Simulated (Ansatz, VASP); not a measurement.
# Cu: VASP beside Ansatz

Contents of INCAR:

```
PREC     = Accurate       # precision mode
ENCUT    = 520            # plane-wave cutoff, eV
EDIFF    = 1E-7           # SCF threshold, eV
ISMEAR   = 0              # smearing method
SIGMA    = 0.15           # smearing width, eV
LREAL    = False          # projectors in reciprocal space
LASPH    = True           # aspherical terms in the spheres
NELM     = 80             # most SCF steps
ALGO     = Normal         # electronic algorithm
ISIF     = 2              # what is computed and relaxed
LWAVE    = False          # write WAVECAR
LCHARG   = True           # write CHGCAR
GGA      = PE             # functional
LELF     = True           # ELF
LVHAR    = True         
NBANDS   = 12             # bands
```

KPOINTS

```
regular mesh
0
Gamma
  24 24 24
```

The input POSCAR:

```
Cu
1.0
    0.0000000000      1.8766296942      1.8766296942
    1.8766296942      0.0000000000      1.8766296942
    1.8766296942      1.8766296942      0.0000000000
Cu
1
Direct
    0.0000000000      0.0000000000      0.0000000000
```

Input for Ansatz:

```yaml
crystal:
  lattice:
    - [0.0, 1.8766296942, 1.8766296942]
    - [1.8766296942, 0.0, 1.8766296942]
    - [1.8766296942, 1.8766296942, 0.0]
  atoms:
    - { symbol: Cu, position: [0.0, 0.0, 0.0] }
basis:
  ecutwfc: 520.0
kpoints:
  mp_grid: { grid: [24, 24, 24] }
hamiltonian:
  xc: pbe
  pseudopotentials: { kind: paw, azcp: { folder: soft_1 } }
scf:
  occupations: { method: gaussian, width: 0.15 }
output:
  forces: true
  stress: true
  eigenvalues: true
```

Alike in both runs: task single point; functional PBE; k mesh 24 × 24 × 24; occupations gaussian, width 0.15 eV; no spin polarisation.

```csv
,VASP,Ansatz
version,VASP 6.6.1,Ansatz 0.2.0
potentials or method,"VASP PAW PBE potentials, release 64 (Cu), cutoff 520 eV","scalar-relativistic, plane waves, PAW"
valence electrons in the cell,11,19
```

```tsv
	VASP	Ansatz	Ansatz less VASP
gap on the k mesh at the Fermi level (eV)	none	none	-
pressure (GPa)	-10.5	-11.1	-0.59
```

A gap of «none» marks a metal or a gap that the smearing closes. With one functional, cell and mesh, what is left measures potentials, basis and numerics. VASP's potentials hold 11 valence electrons a cell and Ansatz's 19, so a difference there can come from the potentials and not from the codes.
